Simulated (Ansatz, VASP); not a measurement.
**HgTe: VASP beside Ansatz**

```
Hg Te
1.0
     4.59842    0.00000    0.00000
    -2.29921    3.98235    0.00000
     0.00000    0.00000    7.55690
Hg Te
2 2
Direct
  0.33333 0.66667 0.00100
  0.66667 0.33333 0.50100
  0.33333 0.66667 0.37500
  0.66667 0.33333 0.87500
```

Change from the starting cell: volume scaled by 0.94, PAW files.

Alike in both runs: task single point; functional PBE; k mesh 8 × 8 × 5; occupations fermi-dirac, width 0.05 eV; no spin polarisation.

|  | VASP | Ansatz |
| --- | --- | --- |
| version | VASP 6.6.1 | Ansatz 0.2.0 |
| potentials or method | VASP PAW PBE potentials, release 64 (Hg, Te) | PAW with Ansatz's default frozen-core files, scalar-relativistic |
| plane-wave cutoff (eV) | 520 | 420 |
| valence electrons in the cell | 36 | 72 |

```tsv
	VASP	Ansatz	Ansatz less VASP
pressure (GPa)	2.6	2.5	-0.07
```

The functional is the same, so the differences come from potentials, cutoffs and numerics. VASP's potentials hold 36 valence electrons a cell and Ansatz's 72, so a difference there can come from the potentials and not from the codes.

Neither program's run includes spin-orbit coupling.
